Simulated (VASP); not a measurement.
# Ge2Sb2Te5 (P-3m1) in VASP: single point with r2SCAN

Aim: the single point of Ge2Sb2Te5 with r2SCAN.

Everything below comes from runs of VASP 6.6.1. Logs are shortened: lines on timing, memory, paths and dates and some standing lists are left out, and cuts for length are marked.

### Step 1. The cell of the first run

Symmetry: P-3m1, No. 164, trigonal system. The conventional cell has a = 4.267 Å, b = 4.267 Å, c = 17.619 Å, α = 90.00°, β = 90.00°, γ = 120.00°. Within 3.9 Å of Ge (site symmetry 3m) lie 6 Te at 2.98 to 3.01 Å. Sb (site symmetry 3m) has 6 Te at 2.99 to 3.19 Å within 3.9 Å. Within 4.0 Å of Te (site symmetry -3m) lie 6 Ge at 3.01 Å. Within 3.9 Å of Te (site symmetry 3m) lie 3 Ge at 2.98 Å and 3 Sb at 3.19 Å. Te (site symmetry 3m) has 3 Sb at 2.99 Å within 3.9 Å.

### Step 2. Single point, r2SCAN

POSCAR

```
Ge2Sb2Te5
1.0
    4.2668155273      0.0000000000      0.0000000000
   -2.1334077637      3.6951706399      0.0000000000
    0.0000000000      0.0000000000     17.6192001830
Ge Sb Te
2 2 5
Direct
    0.3333333333      0.6666666667      0.9023169126
    0.6666666667      0.3333333333      0.0976830874
    0.0000000000      0.0000000000      0.6918579521
    0.0000000000      0.0000000000      0.3081420479
    0.0000000000      0.0000000000      0.0000000000
    0.6666666667      0.3333333333      0.8069954427
    0.3333333333      0.6666666667      0.1930045573
    0.3333333333      0.6666666667      0.5953912203
    0.6666666667      0.3333333333      0.4046087797
```

INCAR.step1

```
SYSTEM = Ge2Sb2Te5
  PREC = Accurate
  ENCUT = 520
  ISMEAR = 0
  SIGMA = 0.01
  LREAL = .FALSE.
  LASPH = .TRUE.
  NELM = 100
  NBANDS = 44
  GGA = PE
  ALGO = Normal
  EDIFF = 1E-4
  LWAVE = .TRUE.
  LCHARG = .FALSE.
```

INCAR.step2

```
SYSTEM = Ge2Sb2Te5
  PREC = Accurate
  ENCUT = 520
  EDIFF = 1E-6
  ISMEAR = 0
  SIGMA = 0.01
  LREAL = .FALSE.
  LASPH = .TRUE.
  NELM = 100
  ALGO = Normal
  ISIF = 2
  LWAVE = .FALSE.
  LCHARG = .FALSE.
  METAGGA = R2SCAN
  LMIXTAU = .TRUE.
  NBANDS = 44
  ISTART = 1
```

KPOINTS

```
regular mesh
0
G
  9 9 2
  0 0 0
```

Potentials or basis: VASP PAW PBE potentials, release 64 (Ge_d, Sb, Te).

Started as:

```console
$ cat potpaw_PBE.64/Ge_d/POTCAR potpaw_PBE.64/Sb/POTCAR potpaw_PBE.64/Te/POTCAR > POTCAR
$ cp INCAR.step1 INCAR
$ mpirun -np 1 vasp_std > vasp.out
$ cp INCAR.step2 INCAR
$ mpirun -np 1 vasp_std > vasp.out
```

OUTCAR:

```text
SYSTEM = Ge2Sb2Te5
   PREC = Accurate
   ENCUT = 520
   EDIFF = 1E-6
   ISMEAR = 0
   LREAL = .FALSE.
   LASPH = .TRUE.
   NELM = 100
   ISIF = 2
   METAGGA = R2SCAN
   ISTART = 1

 ion  position               nearest neighbor table
   1  0.333  0.667  0.902-   6 2.98   6 2.98   6 2.98   5 3.01   5 3.01   5 3.01
   2  0.667  0.333  0.098-   7 2.98   7 2.98   7 2.98   5 3.01   5 3.01   5 3.01
   3  0.000  0.000  0.692-   8 2.99   8 2.99   8 2.99   6 3.19   6 3.19   6 3.19
   4  0.000  0.000  0.308-   9 2.99   9 2.99   9 2.99   7 3.19   7 3.19   7 3.19
   5  0.000  0.000  0.000-   1 3.01   2 3.01   2 3.01   1 3.01   2 3.01   1 3.01
   6  0.667  0.333  0.807-   1 2.98   1 2.98   1 2.98   3 3.19   3 3.19   3 3.19
   7  0.333  0.667  0.193-   2 2.98   2 2.98   2 2.98   4 3.19   4 3.19   4 3.19
   8  0.333  0.667  0.595-   3 2.99   3 2.99   3 2.99
   9  0.667  0.333  0.405-   4 2.99   4 2.99   4 2.99

  LATTYP: Found a hexagonal cell.
 ALAT       =     4.2668155273
 C/A-ratio  =     4.1293559729

  Lattice vectors:

 A1 = (   4.2668155273,   0.0000000000,   0.0000000000)
 A2 = (  -2.1334077637,   3.6951706399,   0.0000000000)
 A3 = (   0.0000000000,   0.0000000000,  17.6192001830)

Analysis of symmetry for initial positions (statically):
=====================================================================
 Subroutine PRICEL returns:
 Original cell was already a primitive cell.

 Routine SETGRP: Setting up the symmetry group for a
 hexagonal supercell.

 Subroutine GETGRP returns: Found 12 space group operations
 (whereof 12 operations were pure point group operations)
 out of a pool of 24 trial point group operations.

The static configuration has the point symmetry D_3d.

Analysis of symmetry for dynamics (positions and initial velocities):
=====================================================================
 Subroutine PRICEL returns:
 Original cell was already a primitive cell.

 Routine SETGRP: Setting up the symmetry group for a
 hexagonal supercell.

 Subroutine GETGRP returns: Found 12 space group operations
 (whereof 12 operations were pure point group operations)
 out of a pool of 24 trial point group operations.

The dynamic configuration has the point symmetry D_3d.

 Subroutine INISYM returns: Found 12 space group operations
 (whereof 12 operations are pure point group operations),
 and found     1 'primitive' translations

----------------------------------------------------------------------------------------

                                     Primitive cell

  volume of cell :     277.7951

  direct lattice vectors                    reciprocal lattice vectors
     4.266815527  0.000000000  0.000000000     0.234366823  0.135311748  0.000000000
    -2.133407764  3.695170640  0.000000000     0.000000000  0.270623497  0.000000000
     0.000000000  0.000000000 17.619200183     0.000000000  0.000000000  0.056756265

  length of vectors
     4.266815527  4.266815527 17.619200183     0.270623497  0.270623497  0.056756265

  position of ions in fractional coordinates (direct lattice)
     0.333333333  0.666666667  0.902316913
     0.666666667  0.333333333  0.097683087
     0.000000000  0.000000000  0.691857952
     0.000000000  0.000000000  0.308142048
     0.000000000  0.000000000  0.000000000
     0.666666667  0.333333333  0.806995443
     0.333333333  0.666666667  0.193004557
     0.333333333  0.666666667  0.595391220
     0.666666667  0.333333333  0.404608780

  ion indices of the primitive-cell ions
   primitive index   ion index
                 1           1
                 2           2
                 3           3
                 4           4
                 5           5
                 6           6
                 7           7
                 8           8
                 9           9

----------------------------------------------------------------------------------------

 KPOINTS: regular mesh

Automatic generation of k-mesh.
 Grid dimensions read from file:
 generate k-points for:    9    9    2

 Generating k-lattice:

  Cartesian coordinates                     Fractional coordinates (reciprocal lattice)
     0.026040758  0.015034639  0.000000000     0.111111111  0.000000000  0.000000000
     0.000000000  0.030069277  0.000000000     0.000000000  0.111111111  0.000000000
     0.000000000  0.000000000  0.028378133     0.000000000  0.000000000  0.500000000

  Length of vectors
     0.030069277  0.030069277  0.028378133

  Shift w.r.t. Gamma in fractional coordinates (k-lattice)
     0.000000000  0.000000000  0.000000000

 Subroutine IBZKPT returns following result:
 ===========================================

 Found     24 irreducible k-points:

 Following reciprocal coordinates:
            Coordinates               Weight
  0.000000  0.000000  0.000000      1.000000
  0.111111  0.000000  0.000000      6.000000
  0.222222  0.000000  0.000000      6.000000
  0.333333  0.000000  0.000000      6.000000
  0.444444  0.000000  0.000000      6.000000
  0.111111  0.111111  0.000000      6.000000
[... 16 lines left out ...]
  0.333333  0.222222  0.500000     12.000000
  0.333333  0.333333  0.500000      2.000000
   k-points           NKPTS =     24   k-points in BZ     NKDIM =     24   number of bands    NBANDS=     44
   number of dos      NEDOS =    301   number of ions     NIONS =      9
   total plane-waves  NPLWV = 143360
   dimension x,y,z NGX =    32 NGY =   32 NGZ =  140
   dimension x,y,z NGXF=    64 NGYF=   64 NGZF=  280
   ions per type =               2   2   5
   NGX,Y,Z   is equivalent  to a cutoff of  12.47, 12.47, 13.21 a.u.
   NGXF,Y,Z  is equivalent  to a cutoff of  24.94, 24.94, 26.42 a.u.
 SYSTEM =  Ge2Sb2Te5
   PREC   = accura    normal or accurate (medium, high low for compatibility)
   ISTART =      1    job   : 0-new  1-cont  2-samecut
   ICHARG =      0    charge: 1-file 2-atom 10-const
   ISPIN  =      1    spin polarized calculation?
   LNONCOLLINEAR =      F non collinear calculations
   LSORBIT =      F    spin-orbit coupling
   LASPH  =      T    aspherical Exc in radial PAW
   ENCUT  =  520.0 eV  38.22 Ry    6.18 a.u.   7.93  7.93 32.76*2*pi/ulx,y,z
   NELM   =    100;   NELMIN=  2; NELMDL=  0     # of ELM steps
   EDIFF  = 0.1E-05   stopping-criterion for ELM
   LREAL  =      F    real-space projection
[... 7 lines left out ...]
   TEBEG  =    0.0;   TEEND  =   0.0 temperature during run
   PSTRESS=    0.0 pullay stress
   NELECT =      68.0000    total number of electrons
   NUPDOWN=      -1.0000    fix difference up-down
   EMIN   =  10.00;   EMAX   =-10.00  energy-range for DOS
   EFERMI =   0.00;   METHOD = LEGACY
   ISMEAR =     0;   SIGMA  =   0.01  broadening in eV -4-tet -1-fermi 0-gaus
   EFERMI_NEDOS =   21; number of points for ismear=-14 and -15
   IALGO  =     38    algorithm
   IMIX   =      4    mixing-type and parameters
     AMIX     =   0.40;   BMIX     =  1.00
     AMIX_MAG =   1.60;   BMIX_MAG =  1.00
  volume/ion in A,a.u.               =      30.87       208.29
  Fermi-wavevector in a.u.,A,eV,Ry     =   1.024086  1.935241 14.269129  1.048751
  Thomas-Fermi vector in A             =   2.157854
   LORBIT       =      0    0 simple, 1 ext, 2 COOP (PROOUT), +10 PAW based schemes
   METAGGA = R2SCAN    functional components
   LHFCALC =     F    Hartree Fock is set to
   AEXX    =    0.0000 exact exchange contribution
   IVDW    =     0    specifies the selected vdW correction
   LEPSILON=     F    determine dielectric tensor
   LRPA    =     F    only Hartree local field effects (RPA)
 non-spin polarized calculation
 Gauss-broadening in eV      SIGMA  =   0.01
  energy-cutoff  :      520.00
  volume of cell :      277.80
 maximum number of plane-waves:      7518
 NGX is ok and might be reduce to    32
   NGX = 15   NGY = 15   NGZ = 65

 number of electron      67.9999997 magnetization

 Free energy of the ion-electron system (eV)
  ---------------------------------------------------
  ext. energy  EPLUGINS =         0.00000000
  ---------------------------------------------------
  free energy    TOTEN  =      -206.92434427 eV

  energy without entropy =     -206.92434427  energy(sigma->0) =     -206.92434427

 E-fermi :   5.8082     XC(G=0):  -9.8095

 val. band max:        5.7470608690   @ k =   0.0000   0.0000   0.0000
 cond. band min:       6.3177820179   @ k =   0.0000   0.0000   0.0000
 fundamental gap:      0.5707211490
 Fermi energy:         5.8082057582

 k-point     1 :       0.0000    0.0000    0.0000
  band No.  band energies     occupation
      1     -19.7539      2.00000
      2     -19.7538      2.00000
      3     -19.7531      2.00000
      4     -19.7530      2.00000
      5     -19.7456      2.00000
      6     -19.7453      2.00000
[... 36 lines left out ...]
     43       7.8465      0.00000
     44       8.9008      0.00000

 k-point     2 :       0.1111    0.0000    0.0000
  band No.  band energies     occupation
      1     -19.7543      2.00000
      2     -19.7538      2.00000
      3     -19.7533      2.00000
      4     -19.7529      2.00000
      5     -19.7454      2.00000
      6     -19.7452      2.00000
[... 36 lines left out ...]
     43       8.2648      0.00000
     44       9.0632      0.00000

 k-point     3 :       0.2222    0.0000    0.0000
  band No.  band energies     occupation
      1     -19.7554      2.00000
      2     -19.7539      2.00000
      3     -19.7537      2.00000
      4     -19.7526      2.00000
      5     -19.7452      2.00000
      6     -19.7448      2.00000
[... 36 lines left out ...]
     43       9.2116      0.00000
     44       9.5542      0.00000

 k-point     4 :       0.3333    0.0000    0.0000
  band No.  band energies     occupation
      1     -19.7565      2.00000
      2     -19.7547      2.00000
      3     -19.7537      2.00000
      4     -19.7522      2.00000
      5     -19.7452      2.00000
      6     -19.7443      2.00000
[... 882 lines left out ...]
     43       9.7499      0.00000
     44      10.1964      0.00000

 k-point    23 :       0.3333    0.2222    0.5000
  band No.  band energies     occupation
      1     -19.7565      2.00000
      2     -19.7550      2.00000
      3     -19.7542      2.00000
      4     -19.7528      2.00000
      5     -19.7446      2.00000
      6     -19.7440      2.00000
[... 36 lines left out ...]
     43      10.2004      0.00000
     44      10.3924      0.00000

 k-point    24 :       0.3333    0.3333    0.5000
  band No.  band energies     occupation
      1     -19.7561      2.00000
      2     -19.7548      2.00000
      3     -19.7548      2.00000
      4     -19.7532      2.00000
      5     -19.7441      2.00000
      6     -19.7441      2.00000
[... 36 lines left out ...]
     43      10.2015      0.00000
     44      11.2560      0.00000

------------------------ aborting loop because EDIFF is reached ----------------------------------------

  FORCE on cell =-STRESS in cart. coord.  units (eV):
  Direction    XX          YY          ZZ          XY          YZ          ZX
  --------------------------------------------------------------------------------------
  -------------------------------------------------------------------------------------
  Total       -0.0453799     -0.0453799     -0.0119748      0.0000000     -0.0000000      0.0000000
  in kB       -0.2617279     -0.2617279     -0.0690643      0.0000000     -0.0000000      0.0000000
  external PRESSURE =      -0.1975067 kB  Pullay stress =       0.0000000 kB

 VOLUME and BASIS-vectors are now :
 -----------------------------------------------------------------------------
  energy-cutoff  :      520.00
  volume of cell :      277.80
      direct lattice vectors                 reciprocal lattice vectors
     4.266815527  0.000000000  0.000000000     0.234366823  0.135311748  0.000000000
    -2.133407764  3.695170640  0.000000000     0.000000000  0.270623497  0.000000000
     0.000000000  0.000000000 17.619200183     0.000000000  0.000000000  0.056756265

 POSITION                                       TOTAL-FORCE (eV/Angst)
 -----------------------------------------------------------------------------------
     -0.00000      2.46345     15.89810         0.000000     -0.000000     -0.002659
      2.13341      1.23172      1.72110        -0.000000      0.000000      0.002659
      0.00000      0.00000     12.18998         0.000000      0.000000      0.027202
      0.00000      0.00000      5.42922         0.000000     -0.000000     -0.027202
      0.00000      0.00000      0.00000         0.000000      0.000000      0.000000
      2.13341      1.23172     14.21861         0.000000      0.000000     -0.007351
     -0.00000      2.46345      3.40059         0.000000     -0.000000      0.007351
     -0.00000      2.46345     10.49032         0.000000     -0.000000     -0.022211
      2.13341      1.23172      7.12888        -0.000000      0.000000      0.022211
 -----------------------------------------------------------------------------------
    total drift:                               -0.000000      0.000000     -0.000000

  FREE ENERGIE OF THE ION-ELECTRON SYSTEM (eV)
  ---------------------------------------------------
  free  energy   TOTEN  =      -206.9243442651 eV

  energy  without entropy=     -206.9243442651  energy(sigma->0) =     -206.92434427
```

It took 29 min on 1 thread of Oxide Virtual Turin-like, shared host; peak memory 0.54 GiB.

What came out:

```
Free energy            : -206.9243 eV
Pressure               : 0.0 GPa
Largest force          : 0.027 eV/Å
Band gap on the k mesh : 0.57 eV
```

Forces on the atoms (eV/Å):
```
Ge   0.000  0.000 -0.003
Ge   0.000  0.000  0.003
Sb   0.000  0.000  0.027
Sb   0.000  0.000 -0.027
Te   0.000  0.000  0.000
Te   0.000  0.000 -0.007
Te   0.000  0.000  0.007
Te   0.000  0.000 -0.022
Te   0.000  0.000  0.022
```

Levels at points of the mesh, in eV from the valence-band top:
| k point | band 30 | band 31 | band 32 | band 33 | band 34 | band 35 | band 36 | band 37 | band 38 | band 39 |
| --- | --- | --- | --- | --- | --- | --- | --- | --- | --- | --- |
| (0.00, 0.00, 0.00) | -1.25 | -1.25 | -0.80 | -0.59 | 0.00 | 0.57 | 0.57 | 0.76 | 1.10 | 1.10 |
| (0.00, 0.00, 0.50) | -1.29 | -1.29 | -1.16 | -0.34 | -0.12 | 0.65 | 0.65 | 0.84 | 0.96 | 0.96 |

Caveat: the PAW data sets were made with another functional, which shifts forces and pressure a little; spin-orbit coupling is left out, which moves the levels of the heavy elements. A k mesh can miss the band edges.
